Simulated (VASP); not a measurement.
Ti:

```xyz
1
Lattice="-1.6574 1.6410 1.6410 1.6410 -1.6574 1.6410 1.6410 1.6410 -1.6574" Properties=species:S:1:pos:R:3 pbc="T T T"
Ti    0.0000    0.0000    0.0000
```

This cell differs from its parent crystal: equal xy, yz and zx shear strains of -1 %.

Base run:

```yaml
Program: VASP 6.6.1
Functional: PBEsol
Potentials_or_basis: VASP PAW PBE potentials, release 64 (Ti_sv)
Cutoff: 400 eV
k_mesh: 17 × 17 × 17
Occupations: fermi-dirac, width 0.08 eV
Spin: no spin polarisation
```

Its results: band gap on the k mesh zero (band 6 reaches 8.73 eV, above the bottom of band 7 at 7.14 eV); pressure -7.3 GPa.

**Question.** The run is repeated on the same cell with these changes: cutoff from 400 eV to 520 eV; further incar settings from ALGO = Normal; EDIFF = 1e-08; NBANDS = 12 to ALGO = Normal; EDIFF = 1e-06; NBANDS = 12. What comes out?

**Answer.** Band gap on the k mesh zero (band 6 reaches 8.72 eV, above the bottom of band 7 at 7.13 eV); pressure -6.7 GPa.

Caveats: the PAW data sets were made with another functional, which shifts forces and pressure a little.
